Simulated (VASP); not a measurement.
# HgTe (P6_3/mmc) in VASP: settings compared

Aim: see how the results for HgTe move with the level of theory and the settings. Levels: PBE, r2SCAN. Tasks: single point.

Program: VASP 6.6.1. These are calculated values, not measurements. Logs are shortened: lines on timing, memory, paths and dates and some standing lists are left out, and cuts for length are marked.

## (1) The cell of the first run

The structure is hexagonal, space group P6_3/mmc (No. 194). The conventional cell has a = 4.234 Å, b = 4.234 Å, c = 7.397 Å, α = 90.00°, β = 90.00°, γ = 120.00°. Within 4.0 Å of Hg (site symmetry -3m) lie 6 Te at 3.06 Å and 2 Hg at 3.70 Å. Te (site symmetry -6m2) has 6 Hg at 3.06 Å within 4.0 Å.

## (2) Single point, PBE

Input file INCAR:

```
SYSTEM = HgTe
ALGO = Normal ; EDIFF = 1E-6
ENCUT = 520 ; GGA = PE
ISIF = 2 ; ISMEAR = -1
LASPH = .TRUE. ; LCHARG = .FALSE.
LREAL = .FALSE. ; LWAVE = .FALSE.
NBANDS = 26 ; NELM = 60
PREC = Accurate ; SIGMA = 0.02
```

Input file KPOINTS:

```
k-points
0
G
  12 12 4
  0 0 0
```

Input file POSCAR:

```
HgTe
1.0
    4.2336391951      0.0000000000      0.0000000000
   -2.1168195976      3.6664390934      0.0000000000
    0.0000000000      0.0000000000      7.3965767523
Hg Te
2 2
Direct
    0.0000000000      0.0000000000      0.0000000000
    0.0000000000      0.0000000000      0.5000000000
    0.3333333333      0.6666666667      0.2500000000
    0.6666666667      0.3333333333      0.7500000000
```

Potentials or basis: VASP PAW PBE potentials, release 64 (Hg, Te).

Command:

```sh
cat potpaw_PBE.64/Hg/POTCAR potpaw_PBE.64/Te/POTCAR > POTCAR
mpirun -np 1 vasp_std > vasp.out
```

OUTCAR:

```text
SYSTEM = HgTe
   EDIFF = 1E-6
   ENCUT = 520
   GGA = PE
   ISIF = 2
   ISMEAR = -1
   LASPH = .TRUE.
   LREAL = .FALSE.
   NELM = 60
   PREC = Accurate

 ion  position               nearest neighbor table
   1  0.000  0.000  0.000-   3 3.06   4 3.06   4 3.06   3 3.06   4 3.06   3 3.06   2 3.70   2 3.70

   2  0.000  0.000  0.500-   3 3.06   4 3.06   4 3.06   3 3.06   4 3.06   3 3.06   1 3.70   1 3.70

   3  0.333  0.667  0.250-   1 3.06   2 3.06   1 3.06   2 3.06   1 3.06   2 3.06
   4  0.667  0.333  0.750-   1 3.06   2 3.06   1 3.06   2 3.06   1 3.06   2 3.06

  LATTYP: Found a hexagonal cell.
 ALAT       =     4.2336391951
 C/A-ratio  =     1.7470966257

  Lattice vectors:

 A1 = (   4.2336391951,   0.0000000000,   0.0000000000)
 A2 = (  -2.1168195976,   3.6664390934,   0.0000000000)
 A3 = (   0.0000000000,   0.0000000000,   7.3965767523)

Analysis of symmetry for initial positions (statically):
=====================================================================
 Subroutine PRICEL returns:
 Original cell was already a primitive cell.

 Routine SETGRP: Setting up the symmetry group for a
 hexagonal supercell.

 Subroutine GETGRP returns: Found 24 space group operations
 (whereof 12 operations were pure point group operations)
 out of a pool of 24 trial point group operations.

The static configuration has the point symmetry D_3d.
 The point group associated with its full space group is D_6h.

Analysis of symmetry for dynamics (positions and initial velocities):
=====================================================================
 Subroutine PRICEL returns:
 Original cell was already a primitive cell.

 Routine SETGRP: Setting up the symmetry group for a
 hexagonal supercell.

 Subroutine GETGRP returns: Found 24 space group operations
 (whereof 12 operations were pure point group operations)
 out of a pool of 24 trial point group operations.

The dynamic configuration has the point symmetry D_3d.
 The point group associated with its full space group is D_6h.

 Subroutine INISYM returns: Found 24 space group operations
 (whereof 12 operations are pure point group operations),
 and found     1 'primitive' translations

----------------------------------------------------------------------------------------

                                     Primitive cell

  volume of cell :     114.8125

  direct lattice vectors                    reciprocal lattice vectors
     4.233639195  0.000000000  0.000000000     0.236203407  0.136372100  0.000000000
    -2.116819598  3.666439093  0.000000000     0.000000000  0.272744201  0.000000000
     0.000000000  0.000000000  7.396576752     0.000000000  0.000000000  0.135197678

  length of vectors
     4.233639195  4.233639195  7.396576752     0.272744201  0.272744201  0.135197678

  position of ions in fractional coordinates (direct lattice)
     0.000000000  0.000000000  0.000000000
     0.000000000  0.000000000  0.500000000
     0.333333333  0.666666667  0.250000000
     0.666666667  0.333333333  0.750000000

  ion indices of the primitive-cell ions
   primitive index   ion index
                 1           1
                 2           2
                 3           3
                 4           4

----------------------------------------------------------------------------------------

 KPOINTS: k-points

Automatic generation of k-mesh.
 Grid dimensions read from file:
 generate k-points for:   12   12    4

 Generating k-lattice:

  Cartesian coordinates                     Fractional coordinates (reciprocal lattice)
     0.019683617  0.011364342  0.000000000     0.083333333  0.000000000  0.000000000
     0.000000000  0.022728683  0.000000000     0.000000000  0.083333333  0.000000000
     0.000000000  0.000000000  0.033799419     0.000000000  0.000000000  0.250000000

  Length of vectors
     0.022728683  0.022728683  0.033799419

  Shift w.r.t. Gamma in fractional coordinates (k-lattice)
     0.000000000  0.000000000  0.000000000

 Subroutine IBZKPT returns following result:
 ===========================================

 Found     57 irreducible k-points:

 Following reciprocal coordinates:
            Coordinates               Weight
  0.000000  0.000000  0.000000      1.000000
  0.083333 -0.000000  0.000000      6.000000
  0.166667  0.000000  0.000000      6.000000
  0.250000 -0.000000  0.000000      6.000000
  0.333333 -0.000000  0.000000      6.000000
  0.416667 -0.000000  0.000000      6.000000
[... 16 lines left out ...]
  0.250000 -0.000000  0.250000     12.000000
  0.333333 -0.000000  0.250000     12.000000
 [... further k-points ...]
   k-points           NKPTS =     57   k-points in BZ     NKDIM =     57   number of bands    NBANDS=     26
   number of dos      NEDOS =    301   number of ions     NIONS =      4
   total plane-waves  NPLWV =  57344
   dimension x,y,z NGX =    32 NGY =   32 NGZ =   56
   dimension x,y,z NGXF=    64 NGYF=   64 NGZF=  112
   ions per type =               2   2
   NGX,Y,Z   is equivalent  to a cutoff of  12.57, 12.57, 12.59 a.u.
   NGXF,Y,Z  is equivalent  to a cutoff of  25.13, 25.13, 25.17 a.u.
 SYSTEM =  HgTe
   PREC   = accura    normal or accurate (medium, high low for compatibility)
   ISTART =      0    job   : 0-new  1-cont  2-samecut
   ICHARG =      2    charge: 1-file 2-atom 10-const
   ISPIN  =      1    spin polarized calculation?
   LNONCOLLINEAR =      F non collinear calculations
   LSORBIT =      F    spin-orbit coupling
   LASPH  =      T    aspherical Exc in radial PAW
   ENCUT  =  520.0 eV  38.22 Ry    6.18 a.u.   7.87  7.87 13.75*2*pi/ulx,y,z
   NELM   =     60;   NELMIN=  2; NELMDL= -5     # of ELM steps
   EDIFF  = 0.1E-05   stopping-criterion for ELM
   LREAL  =      F    real-space projection
   EDIFFG = 0.1E-04   stopping-criterion for IOM
   NSW    =      0    number of steps for IOM
[... 5 lines left out ...]
   TEBEG  =    0.0;   TEEND  =   0.0 temperature during run
   PSTRESS=    0.0 pullay stress
   NELECT =      36.0000    total number of electrons
   NUPDOWN=      -1.0000    fix difference up-down
   EMIN   =  10.00;   EMAX   =-10.00  energy-range for DOS
   EFERMI =   0.00;   METHOD = LEGACY
   ISMEAR =    -1;   SIGMA  =   0.02  broadening in eV -4-tet -1-fermi 0-gaus
   EFERMI_NEDOS =   21; number of points for ismear=-14 and -15
   IALGO  =     38    algorithm
   IMIX   =      4    mixing-type and parameters
     AMIX     =   0.40;   BMIX     =  1.00
     AMIX_MAG =   1.60;   BMIX_MAG =  1.00
  volume/ion in A,a.u.               =      28.70       193.70
  Fermi-wavevector in a.u.,A,eV,Ry     =   1.112191  2.101736 16.829977  1.236968
  Thomas-Fermi vector in A             =   2.248762
   LORBIT       =      0    0 simple, 1 ext, 2 COOP (PROOUT), +10 PAW based schemes
   GGA     = PE    functional components
   LHFCALC =     F    Hartree Fock is set to
   AEXX    =    0.0000 exact exchange contribution
   IVDW    =     0    specifies the selected vdW correction
   LEPSILON=     F    determine dielectric tensor
   LRPA    =     F    only Hartree local field effects (RPA)
 non-spin polarized calculation
  energy-cutoff  :      520.00
  volume of cell :      114.81
 maximum number of plane-waves:      3126
 NGX is ok and might be reduce to    32
   NGX = 15   NGY = 15   NGZ = 27

 number of electron      36.0000008 magnetization

 Free energy of the ion-electron system (eV)
  ---------------------------------------------------
  ext. energy  EPLUGINS =         0.00000000
  ---------------------------------------------------
  free energy    TOTEN  =        -6.45744174 eV

  energy without entropy =       -6.45494895  energy(sigma->0) =       -6.45619535

 E-fermi :   4.2564     XC(G=0):  -9.8107

 val. band max:        4.2180660734   @ k =   0.1667   0.0833   0.0000
 cond. band min:       4.2689850379   @ k =   0.4167  -0.0000   0.2500
 fundamental gap:      0.0509189645
 Fermi energy:         4.2563539155

 k-point     1 :       0.0000    0.0000    0.0000
  band No.  band energies     occupation
      1      -7.6989      2.00000
      2      -6.6342      2.00000
      3      -2.7319      2.00000
      4      -2.6952      2.00000
      5      -2.6952      2.00000
      6      -2.5923      2.00000
[... 18 lines left out ...]
     25      10.5529      0.00000
     26      11.3553      0.00000

 k-point     2 :       0.0833   -0.0000    0.0000
  band No.  band energies     occupation
      1      -7.6436      2.00000
      2      -6.6280      2.00000
      3      -2.6899      2.00000
      4      -2.6771      2.00000
      5      -2.6518      2.00000
      6      -2.5883      2.00000
[... 18 lines left out ...]
     25      10.9217      0.00000
     26      11.3800      0.00000

 k-point     3 :       0.1667    0.0000    0.0000
  band No.  band energies     occupation
      1      -7.4837      2.00000
      2      -6.6108      2.00000
      3      -2.6809      2.00000
      4      -2.5902      2.00000
      5      -2.5591      2.00000
      6      -2.5167      2.00000
[... 18 lines left out ...]
     25      10.6557      0.00000
     26      10.6706      0.00000

 k-point     4 :       0.2500   -0.0000    0.0000
  band No.  band energies     occupation
      1      -7.2412      2.00000
      2      -6.5852      2.00000
      3      -2.6815      2.00000
      4      -2.6000      2.00000
      5      -2.5812      2.00000
      6      -2.4218      2.00000
[... 18 lines left out ...]
     25      10.6696      0.00000
     26      11.1891      0.00000

 k-point     5 :       0.3333   -0.0000    0.0000
  band No.  band energies     occupation
      1      -6.9647      2.00000
      2      -6.5511      2.00000
      3      -2.6944      2.00000
      4      -2.6741      2.00000
      5      -2.6621      2.00000
      6      -2.4776      2.00000
[... 18 lines left out ...]
     25      11.2471      0.00000
     26      12.1710      0.00000

 k-point     6 :       0.4167   -0.0000    0.0000
  band No.  band energies     occupation
      1      -6.7507      2.00000
      2      -6.4972      2.00000
      3      -2.8307      2.00000
      4      -2.7234      2.00000
      5      -2.7094      2.00000
      6      -2.5053      2.00000
[... 427 lines left out ...]
 k-point    21 :       0.0833   -0.0000    0.2500
  band No.  band energies     occupation
      1      -7.5269      2.00000
      2      -6.8224      2.00000
      3      -2.6729      2.00000
      4      -2.6398      2.00000
      5      -2.5371      2.00000
      6      -2.4857      2.00000
[... 18 lines left out ...]
     25      10.3470      0.00000
     26      10.6275      0.00000

 k-point    22 :       0.1667    0.0000    0.2500
  band No.  band energies     occupation
      1      -7.3784      2.00000
      2      -6.7683      2.00000
      3      -2.6588      2.00000
      4      -2.6294      2.00000
      5      -2.5211      2.00000
      6      -2.4976      2.00000
[... 18 lines left out ...]
     25      10.2604      0.00000
     26      10.9040      0.00000

 k-point    23 :       0.2500   -0.0000    0.2500
  band No.  band energies     occupation
      1      -7.1555      2.00000
      2      -6.6932      2.00000
      3      -2.6510      2.00000
      4      -2.6273      2.00000
      5      -2.5211      2.00000
      6      -2.4872      2.00000
[... 18 lines left out ...]
     25      10.9494      0.00000
     26      11.0098      0.00000

 k-point    24 :       0.3333   -0.0000    0.2500
  band No.  band energies     occupation
      1      -6.9055      2.00000
      2      -6.6127      2.00000
      3      -2.7205      2.00000
      4      -2.6368      2.00000
      5      -2.5172      2.00000
      6      -2.4624      2.00000
[... 18 lines left out ...]
     25      11.4759      0.00000
     26      11.7268      0.00000

 [... further k-points ...]

------------------------ aborting loop because EDIFF is reached ----------------------------------------

  FORCE on cell =-STRESS in cart. coord.  units (eV):
  Direction    XX          YY          ZZ          XY          YZ          ZX
  --------------------------------------------------------------------------------------
  -------------------------------------------------------------------------------------
  Total        0.9651187      0.9651187      1.0024864     -0.0000000      0.0000000     -0.0000000
  in kB       13.4679727     13.4679727     13.9894291     -0.0000000      0.0000000     -0.0000000
  external PRESSURE =      13.6417915 kB  Pullay stress =       0.0000000 kB

 VOLUME and BASIS-vectors are now :
 -----------------------------------------------------------------------------
  energy-cutoff  :      520.00
  volume of cell :      114.81
      direct lattice vectors                 reciprocal lattice vectors
     4.233639195  0.000000000  0.000000000     0.236203407  0.136372100  0.000000000
    -2.116819598  3.666439093  0.000000000     0.000000000  0.272744201  0.000000000
     0.000000000  0.000000000  7.396576752     0.000000000  0.000000000  0.135197678

 POSITION                                       TOTAL-FORCE (eV/Angst)
 -----------------------------------------------------------------------------------
      0.00000      0.00000      0.00000         0.000000      0.000000      0.000000
      0.00000      0.00000      3.69829         0.000000      0.000000      0.000000
     -0.00000      2.44429      1.84914        -0.000000      0.000000     -0.000000
      2.11682      1.22215      5.54743        -0.000000     -0.000000      0.000000
 -----------------------------------------------------------------------------------
    total drift:                                0.000000     -0.000000      0.000000

  FREE ENERGIE OF THE ION-ELECTRON SYSTEM (eV)
  ---------------------------------------------------
  free  energy   TOTEN  =        -6.4574417441 eV

  energy  without entropy=       -6.4549489538  energy(sigma->0) =       -6.45619535
```

Wall time 3.5 min (1 thread of Intel Xeon 8259CL, shared host); peak memory 0.33 GiB.

Results:

```yaml
Free_energy: -6.4574 eV
Pressure: 1.4 GPa
Band_gap_on_the_k_mesh: zero (bands 18 and 19 overlap by 2.33 eV)
```

Levels at points of the mesh, in eV from the Fermi level:
```tsv
k point	band 14	band 15	band 16	band 17	band 18	band 19	band 20	band 21	band 22	band 23
(0.00, 0.00, 0.00)	-1.25	-1.03	-0.52	-0.52	0.42	0.42	2.87	4.57	5.14	5.14
(0.50, 0.00, 0.00)	-3.79	-3.12	-3.12	-1.98	0.26	1.05	1.89	2.82	4.12	5.17
(0.00, 0.00, 0.50)	-4.29	-0.04	-0.04	-0.04	-0.04	1.90	1.90	5.03	5.03	5.42
(0.50, 0.00, 0.50)	-5.11	-1.30	-1.30	-1.05	-1.05	-0.16	-0.16	4.44	4.44	6.13
```

Caveat: spin-orbit coupling is left out, which moves the levels of the heavy elements.

## (3) Single point, r2SCAN

POSCAR is that of step 2.

Input file INCAR.step1:

```
ALGO = Normal
EDIFF = 1E-4
ENCUT = 520
GGA = PE
ISMEAR = -1
LASPH = T
LCHARG = F
LREAL = F
LWAVE = T
NBANDS = 26
NELM = 80
PREC = Accurate
SIGMA = 0.02
```

Input file INCAR.step2:

```
ALGO = Normal
EDIFF = 1E-7
ENCUT = 520
ISIF = 2
ISMEAR = -1
ISTART = 1
LASPH = T
LCHARG = T
LELF = T
LMIXTAU = T
LREAL = F
LVHAR = T
LWAVE = F
METAGGA = R2SCAN
NBANDS = 26
NELM = 80
PREC = Accurate
SIGMA = 0.02
```

Input file KPOINTS:

```
k-points
0
Gamma
  12 12 4
```

Potentials or basis: VASP PAW PBE potentials, release 64 (Hg, Te).

Command:

```sh
cat potpaw_PBE.64/Hg/POTCAR potpaw_PBE.64/Te/POTCAR > POTCAR
cp INCAR.step1 INCAR
mpirun -np 1 vasp_std > vasp.out
cp INCAR.step2 INCAR
mpirun -np 1 vasp_std > vasp.out
```

It took 13 min on 1 thread of Intel Xeon 8259CL, shared host; peak memory 0.34 GiB.

The run converged. Its results:

```yaml
Free_energy: -149.4818 eV
Pressure: 0.2 GPa
Band_gap_on_the_k_mesh: zero (bands 18 and 19 overlap by 2.38 eV)
```

Stress tensor (GPa, compression positive):
```
0.33 0.00 0.00
0.00 0.33 0.00
0.00 0.00 0.10
```

Levels at points of the mesh, in eV from the Fermi level:
```csv
k point,band 15,band 16,band 17,band 18,band 19,band 20,band 21,band 22
"(0.00, 0.00, 0.00)",-0.97,-0.60,-0.60,0.39,0.39,3.36,4.89,5.51
"(0.50, 0.00, 0.00)",-3.24,-3.16,-2.08,0.23,1.09,2.08,3.25,4.42
"(0.00, 0.00, 0.50)",-0.09,-0.09,-0.09,-0.09,2.21,2.21,5.44,5.44
"(0.50, 0.00, 0.50)",-1.33,-1.33,-1.11,-1.11,-0.06,-0.06,4.79,4.79
```

Caveat: the PAW data sets were made with another functional, which shifts forces and pressure a little; spin-orbit coupling is left out, which moves the levels of the heavy elements.

The gap in the log of VASP goes by the Fermi energy; the results here count the filled bands.